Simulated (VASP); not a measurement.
# Cs2BrF (R-3m) in VASP: further runs, part 2 of 2

VASP 6.6.1.

### 3 Single point, PBEsol

Input file INCAR:

```
SYSTEM = Cs2BrF
PREC     = Accurate       ! precision mode
ENCUT    = 520            ! plane-wave cutoff, eV
EDIFF    = 1E-6           ! SCF threshold, eV
ISMEAR   = 0              ! smearing method
SIGMA    = 0.01           ! smearing width, eV
LREAL    = .False.        ! projectors in reciprocal space
LASPH    = .True.         ! aspherical terms in the spheres
NELM     = 60             ! most SCF steps
ALGO     = Normal         ! electronic algorithm
ISIF     = 2              ! what is computed and relaxed
LWAVE    = .False.        ! write WAVECAR
LCHARG   = .False.        ! write CHGCAR
GGA      = PS             ! functional
NBANDS   = 24             ! bands
```

Input file KPOINTS:

```
Automatic mesh
0
Gamma
  6 6 6
  0 0 0
```

Input file POSCAR:

```
Cs2BrF
1.0
    2.2777123341      1.3150378294      7.7672652473
   -2.2777123341      1.3150378294      7.7672652473
    0.0000000000     -2.6300756583      7.7672652474
Cs Br F
2 1 1
Direct
    0.2661399672      0.2661399672      0.2661399672
    0.7338600328      0.7338600328      0.7338600328
    0.5000000000      0.5000000000      0.5000000000
    0.0000000000      0.0000000000      0.0000000000
```

Potentials or basis: VASP PAW PBE potentials, release 64 (Cs_sv, Br, F).

Launch:

```bash
$ cat potpaw_PBE.64/Cs_sv/POTCAR potpaw_PBE.64/Br/POTCAR potpaw_PBE.64/F/POTCAR > POTCAR
$ mpirun -np 1 vasp_std > vasp.out
```

It took 4.8 min on 1 thread of Intel Xeon Platinum 8259CL at 2.50GHz (Skylake/Cascade Lake), shared host; peak memory 0.62 GiB.

It converged, with:

```
Free energy            : -14.4076 eV
Pressure               : 0.0 GPa
Band gap on the k mesh : 4.37 eV
```

Levels at points of the mesh, in eV from the valence-band top:
| k point | band 14 | band 15 | band 16 | band 17 | band 18 | band 19 |
| --- | --- | --- | --- | --- | --- | --- |
| (0.00, 0.00, 0.00) | -0.42 | 0.00 | 0.00 | 4.37 | 5.89 | 6.36 |
| (0.50, 0.00, 0.00) | -0.61 | -0.46 | -0.15 | 5.49 | 5.65 | 6.77 |
| (0.50, 0.50, 0.00) | -0.50 | -0.33 | -0.12 | 4.84 | 6.31 | 6.60 |
| (0.50, 0.50, 0.50) | -0.65 | -0.04 | -0.04 | 5.16 | 5.75 | 6.01 |

Caveat: the PAW data sets were made with another functional, which shifts forces and pressure a little; spin-orbit coupling is left out, which moves the levels of the heavy elements. A k mesh can miss the band edges.

### 4 Single point, PBEsol

Input file INCAR:

```
SYSTEM = Cs2BrF
ALGO     = Normal         ! electronic algorithm
EDIFF    = 1E-7           ! SCF threshold, eV
ENCUT    = 520            ! plane-wave cutoff, eV
GGA      = PS             ! functional
ISIF     = 2              ! what is computed and relaxed
ISMEAR   = 0              ! smearing method
LASPH    = .TRUE.         ! aspherical terms in the spheres
LCHARG   = .FALSE.        ! write CHGCAR
LREAL    = .FALSE.        ! projectors in reciprocal space
LWAVE    = .FALSE.        ! write WAVECAR
NBANDS   = 24             ! bands
NELM     = 100            ! most SCF steps
PREC     = Accurate       ! precision mode
SIGMA    = 0.02           ! smearing width, eV
```

Input file KPOINTS:

```
k-points
0
G
  6 6 6
  0 0 0
```

POSCAR is that of step 3.

Launch:

```bash
$ cat potpaw_PBE.64/Cs_sv/POTCAR potpaw_PBE.64/Br/POTCAR potpaw_PBE.64/F/POTCAR > POTCAR
$ mpirun -np 1 vasp_std > vasp.out
```

Wall time 5.3 min (1 thread of Intel Xeon Platinum 8259CL at 2.50GHz (Skylake/Cascade Lake), shared host); peak memory 0.62 GiB.

It converged, with:

| Quantity | Value |
| --- | --- |
| Free energy | -14.4076 eV |
| Pressure | 0.0 GPa |
| Band gap on the k mesh | 4.37 eV |

Levels at points of the mesh, in eV from the valence-band top:
```
           k point  band 13  band 14  band 15  band 16  band 17  band 18  band 19  band 20
(0.00, 0.00, 0.00)    -1.35    -0.42     0.00     0.00     4.37     5.89     6.36     6.75
(0.50, 0.00, 0.00)    -1.05    -0.61    -0.46    -0.15     5.49     5.65     6.77     7.60
(0.50, 0.50, 0.00)    -1.19    -0.51    -0.33    -0.12     4.84     6.31     6.60     7.86
(0.50, 0.50, 0.50)    -1.33    -0.65    -0.04    -0.04     5.16     5.75     6.01     7.24
```

Caveat: the PAW data sets were made with another functional, which shifts forces and pressure a little; spin-orbit coupling is left out, which moves the levels of the heavy elements. A k mesh can miss the band edges.

### 5 Relaxation of cell and atoms, PBEsol

Input file INCAR:

```
PREC = Accurate
ENCUT = 600
EDIFF = 1E-6
ISMEAR = 0
SIGMA = 0.02
LREAL = False
LASPH = True
NELM = 100
ALGO = Normal
ISIF = 3
LWAVE = False
LCHARG = False
GGA = PS
IBRION = 2
NSW = 100
EDIFFG = -0.005
```

Input file KPOINTS:

```
regular mesh
0
Gamma
  6 6 6
```

Input file POSCAR:

```
Cs2BrF
1.0
    2.2728380311      1.3122236491      7.8053331248
   -2.2728380311      1.3122236491      7.8053331248
    0.0000000000     -2.6244472982      7.8053331249
Cs Br F
2 1 1
Direct
    0.2659938411      0.2659938411      0.2659938411
    0.7340061589      0.7340061589      0.7340061589
    0.5000000000      0.5000000000      0.5000000000
    0.0000000000      0.0000000000      0.0000000000
```

Launch:

```bash
$ cat potpaw_PBE.64/Cs_sv/POTCAR potpaw_PBE.64/Br/POTCAR potpaw_PBE.64/F/POTCAR > POTCAR
$ mpirun -np 1 vasp_std > vasp.out
```

Run time: 16 min. Hardware: 1 thread of Intel Xeon Platinum 8259CL at 2.50GHz (Skylake/Cascade Lake), shared host; peak memory 0.82 GiB.

The run converged. Its results:

```yaml
Free_energy: -14.4096 eV
Relaxed_volume: 34.98 Å³/atom
Relaxed_cell: a = 8.207 Å, b = 8.207 Å, c = 8.207 Å, α = 32.25°, β = 32.25°, γ = 32.25°
Space_group_after_relaxing_to_0.1_Å: R-3m (No. 166)
Energy_gained_by_relaxing: 0.0 meV/atom
Ionic_steps: 6
Pressure_after_relaxing: 0.0 GPa
Largest_force_after_relaxing: 0.005 eV/Å
Band_gap_on_the_k_mesh: 4.37 eV
```

Forces in eV/Å, atoms in the order of the input:
```
Cs   0.000  0.000  0.005
Cs   0.000  0.000 -0.005
Br   0.000  0.000  0.000
F    0.000  0.000  0.000
```

The path:
```tsv
step	energy change (eV)	largest force (eV/Å)	pressure (GPa)	volume (Å³)
1	0.0000	0.0032	0.01	139.68
2	0.0000	0.0037	0.00	139.71
3	-0.0001	0.0042	0.00	139.80
4	-0.0002	0.0059	-0.01	139.98
5	-0.0002	0.0053	-0.01	139.92
6	-0.0002	0.0050	-0.01	139.91
```

Final structure:
```
Cs Br F
1.0
     2.27942    1.31602    7.77327
    -2.27942    1.31602    7.77327
     0.00000   -2.63205    7.77327
Cs Br F
2 1 1
Direct
  0.26604 0.26604 0.26604
  0.73396 0.73396 0.73396
  0.50000 0.50000 0.50000
  0.00000 0.00000 0.00000
```

Levels at points of the mesh, in eV from the valence-band top:
```csv
k point,band 13,band 14,band 15,band 16,band 17,band 18,band 19,band 20
"(0.00, 0.00, 0.00)",-1.33,-0.41,0.00,0.00,4.37,5.90,6.36,6.76
"(0.50, 0.00, 0.00)",-1.05,-0.60,-0.46,-0.15,5.49,5.66,6.77,7.59
"(0.50, 0.50, 0.00)",-1.18,-0.50,-0.32,-0.12,4.84,6.31,6.60,7.86
"(0.50, 0.50, 0.50)",-1.31,-0.65,-0.04,-0.04,5.17,5.74,6.01,7.25
```

Caveat: the PAW data sets were made with another functional, which shifts forces and pressure a little; spin-orbit coupling is left out, which moves the levels of the heavy elements. A k mesh can miss the band edges.

### 6 Summary

```csv
task,cell,cutoff (eV),smearing,gap on the mesh (eV),pressure (GPa)
single point,"a = 8.205 Å, angles 32.2°, 4 atoms",520,gaussian 0.02 eV,4.37,0.0
single point,"a = 8.200 Å, angles 32.3°, 4 atoms",520,gaussian 0.01 eV,4.37,0.0
single point,"a = 8.200 Å, angles 32.3°, 4 atoms",520,gaussian 0.02 eV,4.37,0.0
relaxation of cell and atoms,"relaxed from a = 8.235 Å, angles 32.0°, 4 atoms",600,gaussian 0.02 eV,4.37,0.0
```

Alike in all rows: level PBEsol; potentials or basis VASP PAW PBE potentials, release 64 (Cs_sv, Br, F); no spin polarisation; k mesh 6 × 6 × 6.

Caveats: the PAW data sets were made with another functional, which shifts forces and pressure a little; spin-orbit coupling is left out, which moves the levels of the heavy elements.

Total energies depend on the potentials used, so only differences within one code and one set of settings carry meaning.
